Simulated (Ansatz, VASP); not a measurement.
## One calculation of TiO2, two programs

The input INCAR:

```
SYSTEM = TiO2
PREC = Accurate ; ENCUT = 520
EDIFF = 1E-6 ; ISMEAR = -1
SIGMA = 0.05 ; LREAL = .False.
LASPH = .True. ; NELM = 60
ALGO = Normal ; ISIF = 2
LWAVE = .False. ; LCHARG = .False.
LMAXMIX = 4 ; GGA = PE
```

Contents of KPOINTS:

```
Automatic mesh
0
Gamma
  6 6 9
  0 0 0
```

File POSCAR:

```
TiO2
1.0
    4.5998373239      0.0000000000      0.0000000000
    0.0000000000      4.5998373239      0.0000000000
    0.0000000000      0.0000000000      2.9592135600
Ti O
2 4
Direct
    0.0000000000      0.0000000000      0.5000000000
    0.5000000000      0.5000000000      0.0000000000
    0.3043213200      0.3043213200      0.5000000000
    0.1956786800      0.8043213200      0.0000000000
    0.8043213200      0.1956786800      0.0000000000
    0.6956786800      0.6956786800      0.5000000000
```

Contents of KPOINTS_OPT:

```
path GXMGZRAZ,XR,MA
15
line-mode
reciprocal
 0.0000000000  0.0000000000  0.0000000000  G
 0.0000000000  0.5000000000  0.0000000000  X

 0.0000000000  0.5000000000  0.0000000000  X
 0.5000000000  0.5000000000  0.0000000000  M

 0.5000000000  0.5000000000  0.0000000000  M
 0.0000000000  0.0000000000  0.0000000000  G

 0.0000000000  0.0000000000  0.0000000000  G
 0.0000000000  0.0000000000  0.5000000000  Z

 0.0000000000  0.0000000000  0.5000000000  Z
 0.0000000000  0.5000000000  0.5000000000  R

 0.0000000000  0.5000000000  0.5000000000  R
 0.5000000000  0.5000000000  0.5000000000  A

 0.5000000000  0.5000000000  0.5000000000  A
 0.0000000000  0.0000000000  0.5000000000  Z

 0.0000000000  0.5000000000  0.0000000000  X
 0.0000000000  0.5000000000  0.5000000000  R

 0.5000000000  0.5000000000  0.0000000000  M
 0.5000000000  0.5000000000  0.5000000000  A
```

Contents of input.yaml:

```yaml
crystal:
  lattice:
    - [4.5998373239, 0.0, 0.0]
    - [0.0, 4.5998373239, 0.0]
    - [0.0, 0.0, 2.95921356]
  atoms:
    - { symbol: Ti, position: [0.0, 0.0, 0.5] }
    - { symbol: Ti, position: [0.5, 0.5, 0.0] }
    - { symbol: O, position: [0.30432132, 0.30432132, 0.5] }
    - { symbol: O, position: [0.19567868, 0.80432132, 0.0] }
    - { symbol: O, position: [0.80432132, 0.19567868, 0.0] }
    - { symbol: O, position: [0.69567868, 0.69567868, 0.5] }
hamiltonian:
  xc: pbe
  pseudopotentials: { kind: paw }
kpoints:
  mp_grid: { grid: [6, 6, 9] }
  band_path:
    path:
      - [[0.0, 0.0, 0.0], [0.0, 0.5, 0.0], [0.5, 0.5, 0.0], [0.0, 0.0, 0.0], [0.0, 0.0, 0.5], [0.0, 0.5, 0.5], [0.5, 0.5, 0.5], [0.0, 0.0, 0.5]]
      - [[0.0, 0.5, 0.0], [0.0, 0.5, 0.5]]
      - [[0.5, 0.5, 0.0], [0.5, 0.5, 0.5]]
    npoints: 14
scf:
  occupations: { method: fermi_dirac, width: 0.05 }
  n_extra_bands: 15
output:
  forces: true
  stress: true
  eigenvalues: true
  fatbands: false
```

Alike in both runs: task band structure; functional PBE; k mesh 6 × 6 × 9; occupations fermi-dirac, width 0.05 eV; no spin polarisation.

|  | VASP | Ansatz |
| --- | --- | --- |
| version | VASP 6.6.1 | Ansatz 0.2.0 |
| potentials or method | VASP PAW PBE potentials, release 54 (Ti_sv, O) | Ansatz PAW |
| plane-wave cutoff (eV) | 520 | 420 |
| valence electrons in the cell | 48 | 48 |

VASP gave:

```
gap on the k mesh at the Fermi level (eV)                     : 1.84
least direct gap on the mesh (eV)                             : 1.84
gap along the band path (eV)                                  : 1.84
pressure (GPa)                                                : 5.0
traceless stress, the component that is largest in VASP (GPa) : -0.35
rms of the force components (eV/Å)                            : 0.010
```

Q: Which values does Ansatz return?

A: gap on the k mesh at the Fermi level (eV): 1.87; least direct gap on the mesh (eV): 1.87; gap along the band path (eV): 1.87; pressure (GPa): 4.2; traceless stress, the component that is largest in VASP (GPa): -0.55; rms of the force components (eV/Å): 0.002.

Atom by atom the forces differ by 0.012 eV/Å (rms over components).
